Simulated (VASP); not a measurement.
Sn: single point with PBE

Crystal: Sn.

```xyz
3
Lattice="5.3062 0.0000 0.0000 -2.6531 4.5953 0.0000 0.0000 0.0000 3.2595" Properties=species:S:1:pos:R:3 pbc="T T T"
Sn    0.0000    0.0000    0.0000
Sn    0.0000    3.0635    1.6298
Sn    2.6531    1.5318    1.6298
```

This cell differs from its parent crystal: volume scaled by 0.95.

```json
{
 "Program": "VASP 6.6.1",
 "Task": "single point",
 "Functional": "PBE",
 "Potentials or basis": "VASP PAW PBE potentials, release 64 (Sn_d)",
 "Cutoff": "520 eV",
 "k mesh": "7 × 7 × 9",
 "Occupations": "fermi-dirac, width 0.1 eV",
 "Spin": "no spin polarisation",
 "Dipole correction": "no",
 "Further INCAR settings": "ALGO = Normal; EDIFF = 1e-07; NBANDS = 28"
}
```

* Pressure: 2.7 GPa
* Band gap on the k mesh: zero (band 21 reaches 10.50 eV, above the bottom of band 22 at 5.90 eV)

Levels at points of the mesh, in eV from the Fermi level:
```
           k point  band 18  band 19  band 20  band 21  band 22  band 23  band 24  band 25
(0.00, 0.00, 0.00)    -5.22    -2.71    -2.71    -2.58    -2.58     2.80     6.36     8.07
```

Wall time 55 s on 1 thread of Intel(R) Xeon(R) Platinum 8259CL CPU @ 2.50GHz (Skylake/Cascade Lake) (shared host), peak memory 0.22 GiB.

Caveat: spin-orbit coupling is left out, which moves the levels of the heavy elements.
